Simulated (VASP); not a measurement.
# SiNi (Pmmn) in VASP: notebook, part 2 of 2

VASP 6.6.1.

### 3 Single point, PBE, collinear spin, ferromagnetic start (volume scaled by 0.99)

Contents of INCAR:

```
PREC = Accurate ; ENCUT = 520
EDIFF = 1E-7 ; ISMEAR = -1
SIGMA = 0.05 ; LREAL = F
LASPH = T ; NELM = 150
ALGO = Normal ; ISIF = 2
LWAVE = F ; LCHARG = F
ISPIN = 2 ; MAGMOM = 0 0 1.5 1.5
LORBIT = 11 ; LMAXMIX = 4
GGA = PE ; NBANDS = 26
```

Contents of KPOINTS:

```
regular mesh
0
Gamma
  11 10 7
```

Contents of POSCAR:

```
SiNi
1.0
    3.0164974495      0.0000000000      0.0000000000
    0.0000000000      3.2625517577      0.0000000000
    0.0000000000      0.0000000000      4.6820483107
Si Ni
2 2
Direct
    0.5000000000      0.5000000000      0.8423000000
    0.0000000000      0.0000000000      0.1577000000
    0.5000000000      0.5000000000      0.3442200000
    0.0000000000      0.0000000000      0.6557800000
```

Potentials or basis: VASP PAW PBE potentials, release 64 (Si, Ni).

Run with:

```sh
> cat potpaw_PBE.64/Si/POTCAR potpaw_PBE.64/Ni/POTCAR > POTCAR
> mpirun -np 1 vasp_std > vasp.out
```

OUTCAR:

```text
PREC = Accurate
   ENCUT = 520
   EDIFF = 1E-7
   ISMEAR = -1
   LREAL = F
   LASPH = T
   NELM = 150
   ISIF = 2
   ISPIN = 2
   LORBIT = 11
   GGA = PE

 ion  position               nearest neighbor table
   1  0.500  0.500  0.842-   3 2.33   3 2.35   4 2.39   4 2.39   4 2.39   4 2.39   2 2.67   2 2.67
                             2 2.67   2 2.67
   2  0.000  0.000  0.158-   4 2.33   4 2.35   3 2.39   3 2.39   3 2.39   3 2.39   1 2.67   1 2.67
                             1 2.67   1 2.67
   3  0.500  0.500  0.344-   1 2.33   1 2.35   2 2.39   2 2.39   2 2.39   2 2.39   4 2.66   4 2.66
                             4 2.66   4 2.66
[... 1634 lines left out ...]
     0.000000000  3.262551758  0.000000000     0.000000000  0.306508547  0.000000000
     0.000000000  0.000000000  4.682048311     0.000000000  0.000000000  0.213581735

 POSITION                                       TOTAL-FORCE (eV/Angst)
 -----------------------------------------------------------------------------------
      1.50825      1.63128      3.94369         0.000000      0.000000      0.119354
      0.00000      0.00000      0.73836         0.000000      0.000000     -0.119354
      1.50825      1.63128      1.61165         0.000000      0.000000     -0.099776
      0.00000      0.00000      3.07039         0.000000      0.000000      0.099776
 -----------------------------------------------------------------------------------
    total drift:                                0.000000      0.000000      0.000000

  FREE ENERGIE OF THE ION-ELECTRON SYSTEM (eV)
  ---------------------------------------------------
  free  energy   TOTEN  =       -23.5998518139 eV

  energy  without entropy=      -23.5886104566  energy(sigma->0) =      -23.59423114

 total charge

# of ion       s       p       d       tot
------------------------------------------
    1        0.749   0.859   0.000   1.608
    2        0.749   0.859   0.000   1.608
    3        0.478   0.609   8.465   9.552
    4        0.478   0.609   8.465   9.552
--------------------------------------------------
tot          2.454   2.935  16.931  22.319

 magnetization (x)

# of ion       s       p       d       tot
------------------------------------------
    1        0.000   0.000   0.000   0.000
    2        0.000   0.000   0.000   0.000
    3       -0.000   0.000  -0.000  -0.000
    4       -0.000   0.000  -0.000  -0.000
--------------------------------------------------
tot          0.000   0.000  -0.000  -0.000
```

OSZICAR:

```text
N       E                     dE             d eps       ncg     rms          rms(c)
DAV:   1     0.147807673812E+03    0.14781E+03   -0.11636E+04 15000   0.125E+03
DAV:   2    -0.166925119268E+02   -0.16450E+03   -0.15220E+03 15090   0.261E+02
DAV:   3    -0.262450944696E+02   -0.95526E+01   -0.92084E+01 18092   0.708E+01
DAV:   4    -0.264412441269E+02   -0.19615E+00   -0.19559E+00 17674   0.916E+00
DAV:   5    -0.264463540671E+02   -0.51099E-02   -0.51088E-02 18438   0.157E+00    0.221E+01
DAV:   6    -0.319564198617E+02   -0.55101E+01   -0.42935E+01 18066   0.121E+02    0.267E+01
DAV:   7    -0.236319177147E+02    0.83245E+01   -0.17860E+01 18088   0.777E+01    0.358E+00
DAV:   8    -0.236372025029E+02   -0.52848E-02   -0.10702E+00 22092   0.101E+01    0.234E+00
DAV:   9    -0.236009708210E+02    0.36232E-01   -0.12944E-01 20704   0.486E+00    0.585E-01
DAV:  10    -0.236002526192E+02    0.71820E-03   -0.44589E-03 21804   0.700E-01    0.318E-01
DAV:  11    -0.235999884000E+02    0.26422E-03   -0.46710E-04 22360   0.215E-01    0.196E-01
DAV:  12    -0.235998591561E+02    0.12924E-03   -0.25678E-04 21130   0.253E-01    0.494E-02
DAV:  13    -0.235998555618E+02    0.35944E-05   -0.23461E-05 21456   0.535E-02    0.226E-02
DAV:  14    -0.235998531058E+02    0.24560E-05   -0.21440E-06 23438   0.173E-02    0.918E-03
DAV:  15    -0.235998519960E+02    0.11098E-05   -0.82098E-07 22138   0.104E-02    0.227E-03
DAV:  16    -0.235998518276E+02    0.16839E-06   -0.11180E-07  9222   0.301E-03    0.806E-04
DAV:  17    -0.235998518139E+02    0.13706E-07   -0.25285E-08  8102   0.150E-03
   1 F= -.23599852E+02 E0= -.23594231E+02  d E =-.112414E-01  mag=    -0.0000
```

stdout:

```text
POSCAR found type information on POSCAR SiNi
 POSCAR found :  2 types and       4 ions
 scaLAPACK will be used
 LDA part: xc-table for (Slater+PW92), standard interpolation
 POSCAR, INCAR and KPOINTS ok, starting setup
 FFT: planning ... GRIDC
 FFT: planning ... GRID_SOFT
 FFT: planning ... GRID
 WAVECAR not read
 entering main loop
```

It took 10 min on 1 thread of AMD EPYC 7R13, shared host; peak memory 0.32 GiB.

What came out:

| Item | Value |
| --- | --- |
| Free energy | -23.5999 eV |
| Pressure | 3.1 GPa |
| Largest force | 0.119 eV/Å |
| Band gap on the k mesh | zero (filled and empty bands overlap) |
| Net moment | 0.00 μB per cell |
| Valence electrons inside the program's atomic spheres | Si 1.61; Ni 9.55 |

Forces in eV/Å, atoms in the order of the input:
```
Si   0.000  0.000  0.119
Si   0.000  0.000 -0.119
Ni   0.000  0.000 -0.100
Ni   0.000  0.000  0.100
```

Caveat: the starting moments collapsed, and a magnetic state may lie lower.

### 4 Single point, PBE, collinear spin, ferromagnetic start (equal xx and yy strain of -1 %)

Contents of INCAR:

```
PREC = Accurate
ENCUT = 520
EDIFF = 1E-6
ISMEAR = -1
SIGMA = 0.05
LREAL = F
LASPH = T
NELM = 150
ALGO = Normal
ISIF = 2
LWAVE = F
LCHARG = F
ISPIN = 2
MAGMOM = 0 0 1.5 1.5
LORBIT = 11
LMAXMIX = 4
GGA = PE
NBANDS = 26
```

KPOINTS is that of step 3.

Contents of POSCAR:

```
SiNi
1.0
    2.9963538000      0.0000000000      0.0000000000
    0.0000000000      3.2407650000      0.0000000000
    0.0000000000      0.0000000000      4.6977600000
Si Ni
2 2
Direct
    0.5000000000      0.5000000000      0.8423000000
    0.0000000000      0.0000000000      0.1577000000
    0.5000000000      0.5000000000      0.3442200000
    0.0000000000      0.0000000000      0.6557800000
```

Run with:

```sh
> cat potpaw_PBE.64/Si/POTCAR potpaw_PBE.64/Ni/POTCAR > POTCAR
> mpirun -np 1 vasp_std > vasp.out
```

Wall time 2.2 min (1 thread of Intel Xeon Platinum 8488C (Sapphire Rapids), shared host); peak memory 0.35 GiB.

Results (log left out):

* Free energy: -23.5906 eV
* Pressure: 4.7 GPa
* Largest force: 0.132 eV/Å
* Band gap on the k mesh: zero (filled and empty bands overlap)
* Net moment: 0.00 μB per cell
* Valence electrons inside the program's atomic spheres: Si 1.61; Ni 9.57

Forces in eV/Å, atoms in the order of the input:
```
Si   0.000  0.000  0.132
Si   0.000  0.000 -0.132
Ni   0.000  0.000 -0.105
Ni   0.000  0.000  0.105
```

Stress tensor (GPa, compression positive):
```
4.38 0.00 0.00
0.00 4.97 0.00
0.00 0.00 4.78
```

Levels at points of the mesh, in eV from the Fermi level:
Spin up:
| k point | band 10 | band 11 | band 12 | band 13 | band 14 | band 15 | band 16 | band 17 | band 18 | band 19 |
| --- | --- | --- | --- | --- | --- | --- | --- | --- | --- | --- |
| (0.00, 0.00, 0.00) | -2.60 | -2.33 | -1.98 | -1.94 | -1.00 | 0.89 | 3.11 | 5.20 | 5.46 | 6.96 |
| (0.00, 0.50, 0.00) | -2.68 | -2.23 | -2.23 | -2.07 | -2.07 | 1.26 | 1.26 | 4.76 | 4.76 | 7.65 |
Spin down:
| k point | band 11 | band 12 | band 13 | band 14 | band 15 | band 16 | band 17 | band 18 |
| --- | --- | --- | --- | --- | --- | --- | --- | --- |
| (0.00, 0.00, 0.00) | -2.33 | -1.98 | -1.94 | -1.00 | 0.89 | 3.11 | 5.20 | 5.46 |
| (0.00, 0.50, 0.00) | -2.23 | -2.23 | -2.07 | -2.07 | 1.26 | 1.26 | 4.76 | 4.76 |

Caveat: the cell differs from its parent crystal (equal xx and yy strain of -1 %); the starting moments collapsed, and a magnetic state may lie lower.

### 5 Single point, PBE, collinear spin, ferromagnetic start (zz strain of -3 %)

Contents of INCAR:

```
SYSTEM = SiNi
ALGO     = Normal         ! electronic algorithm
EDIFF    = 1E-6           ! SCF threshold, eV
ENCUT    = 520            ! plane-wave cutoff, eV
GGA      = PE             ! functional
ISIF     = 2              ! what is computed and relaxed
ISMEAR   = -1             ! smearing method
ISPIN    = 2              ! spin polarisation
LASPH    = .TRUE.         ! aspherical terms in the spheres
LCHARG   = .FALSE.        ! write CHGCAR
LMAXMIX  = 4              ! l up to which the mixer works
LORBIT   = 11             ! projections on sites
LREAL    = .FALSE.        ! projectors in reciprocal space
LWAVE    = .FALSE.        ! write WAVECAR
MAGMOM   = 0 0 1.5 1.5    ! initial moments
NBANDS   = 26             ! bands
NELM     = 150            ! most SCF steps
PREC     = Accurate       ! precision mode
SIGMA    = 0.05           ! smearing width, eV
```

Contents of KPOINTS:

```
k-points
0
G
  11 10 7
  0 0 0
```

Contents of POSCAR:

```
SiNi
1.0
    3.0266200000      0.0000000000      0.0000000000
    0.0000000000      3.2735000000      0.0000000000
    0.0000000000      0.0000000000      4.5568272000
Si Ni
2 2
Direct
    0.5000000000      0.5000000000      0.8423000000
    0.0000000000      0.0000000000      0.1577000000
    0.5000000000      0.5000000000      0.3442200000
    0.0000000000      0.0000000000      0.6557800000
```

Run with:

```sh
> cat potpaw_PBE.64/Si/POTCAR potpaw_PBE.64/Ni/POTCAR > POTCAR
> mpirun -np 1 vasp_std > vasp.out
```

Wall time 3.5 min (1 thread of Oxide Virtual Turin-like, shared host); peak memory 0.31 GiB.

It converged, with:

```yaml
Free_energy: -23.5284 eV
Pressure: 8.9 GPa
Largest_force: 0.194 eV/Å
Band_gap_on_the_k_mesh: zero (filled and empty bands overlap)
Net_moment: 0.00 μB per cell
Valence_electrons_inside_the_program's_atomic_spheres: Si 1.63; Ni 9.61
```

Forces on the atoms (eV/Å):
```
Si   0.000  0.000  0.194
Si   0.000  0.000 -0.194
Ni   0.000  0.000  0.052
Ni   0.000  0.000 -0.052
```

Stress tensor (GPa, compression positive):
```
 4.80  0.00  0.00
 0.00  5.05  0.00
 0.00  0.00 16.71
```

Levels at points of the mesh, in eV from the Fermi level:
Spin up:
```
           k point  band 11  band 12  band 13  band 14  band 15  band 16  band 17  band 18
(0.00, 0.00, 0.00)    -2.43    -2.06    -1.99    -1.28     0.56     3.03     5.09     5.57
(0.00, 0.50, 0.00)    -2.32    -2.32    -2.14    -2.14     1.51     1.51     4.47     4.47
```
Spin down:
```
           k point  band 11  band 12  band 13  band 14  band 15  band 16  band 17  band 18
(0.00, 0.00, 0.00)    -2.43    -2.06    -1.99    -1.28     0.56     3.03     5.09     5.57
(0.00, 0.50, 0.00)    -2.32    -2.32    -2.14    -2.14     1.51     1.51     4.47     4.47
```

Caveat: the cell differs from its parent crystal (zz strain of -3 %); the starting moments collapsed, and a magnetic state may lie lower.
